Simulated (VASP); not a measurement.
Crystal: NaH.

```
CELL_PARAMETERS angstrom
0.00000 2.59692 2.59692
2.59692 0.00000 2.59692
2.59692 2.59692 0.00000
ATOMIC_POSITIONS crystal
Na 0.00000 0.00000 0.00000
H 0.25000 0.25000 0.25000
```

Base run:

```yaml
Program: VASP 6.6.1
Functional: PBE
Potentials_or_basis: VASP PAW PBE potentials, release 64 (Na_pv, H)
Cutoff: 520 eV
k_mesh: 6 × 6 × 6
Occupations: gaussian, width 0.01 eV
Spin: no spin polarisation
```

Its results: band gap on the k mesh 3.63 eV, indirect (least direct gap 4.32 eV); pressure 0.2 GPa.

After a change of settings the same cell gave: band gap on the k mesh 5.35 eV, indirect (least direct gap 6.10 eV); pressure 0.0 GPa. Which change was it?
A. functional from PBE to HSE06
B. functional from PBE to r2SCAN; further incar settings from ALGO = Normal; EDIFF = 1e-06; NBANDS = 11 to ALGO = Normal; EDIFF = 1e-07; NBANDS = 11
C. k mesh from 6 × 6 × 6 to 8 × 8 × 8; further incar settings from ALGO = Normal; EDIFF = 1e-06; NBANDS = 11 to ALGO = Normal; EDIFF = 1e-07; NBANDS = 11
D. functional from PBE to PBE0

D.

PBE0 gives the wider gap, since exact exchange removes part of the self-interaction.

Caveats: the PAW data sets were made with another functional, which shifts forces and pressure a little (some runs).
